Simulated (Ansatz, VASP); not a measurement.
## One calculation of RbBr, two programs

```
Rb Br
1.0
     0.00000    3.42750    3.42750
     3.42750    0.00000    3.42750
     3.42750    3.42750    0.00000
Rb Br
1 1
Cartesian
  0.0000 0.0000 0.0000
  3.4275 3.4275 3.4275
```

Alike in both runs: task single point; functional r2SCAN; k mesh 4 × 4 × 4; occupations gaussian, width 0.1 eV; no spin polarisation.

|  | VASP | Ansatz |
| --- | --- | --- |
| version | VASP 6.6.1 | Ansatz 0.2.0 |
| potentials or method | VASP PAW PBE potentials, release 64 (Rb_sv, Br), cutoff 550 eV | scalar-relativistic, plane waves, PAW |
| valence electrons in the cell | 16 | 16 |

```tsv
	VASP	Ansatz	Ansatz less VASP
gap on the k mesh at the Fermi level (eV)	4.97	4.97	0.000
least direct gap on the mesh (eV)	4.97	4.97	0.000
pressure (GPa)	0.5	0.5	-0.02
```

VASP's potentials were made for PBE, not for r2SCAN. With one functional, cell and mesh, what is left measures potentials, basis and numerics.
